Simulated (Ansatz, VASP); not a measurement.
NbP in VASP and in Ansatz

```
Nb P
1.0
    -1.65181    1.65181    5.61469
     1.65181   -1.65181    5.61469
     1.65181    1.65181   -5.61469
Nb P
2 2
Direct
  0.75020 0.75020 0.00000
  0.50020 0.00020 0.50000
  0.33243 0.33243 0.00000
  0.08243 0.58243 0.50000
```

Alike in both runs: functional LDA; k mesh 18 × 18 × 18; occupations gaussian, width 0.1 eV; no spin polarisation.

Ansatz relaxed the structure, and its values are those at the end. VASP's run is a single point on that final structure, the one shown.

|  | VASP | Ansatz |
| --- | --- | --- |
| version | VASP 6.6.1 | Ansatz 0.2.0 |
| potentials or method | VASP PAW LDA potentials, release 64 (Nb_sv, P), cutoff 520 eV | scalar-relativistic, plane waves, PAW |
| valence electrons in the cell | 36 | 36 |

|  | VASP | Ansatz | Ansatz less VASP |
| --- | --- | --- | --- |
| gap on the k mesh at the Fermi level (eV) | none | none | - |
| pressure (GPa) | -0.2 | 0.0 | +0.15 |

LDA's correlation is that of Perdew and Zunger in VASP and of Perdew and Wang (1992) in Ansatz. A gap of «none» marks a metal or a gap that the smearing closes.
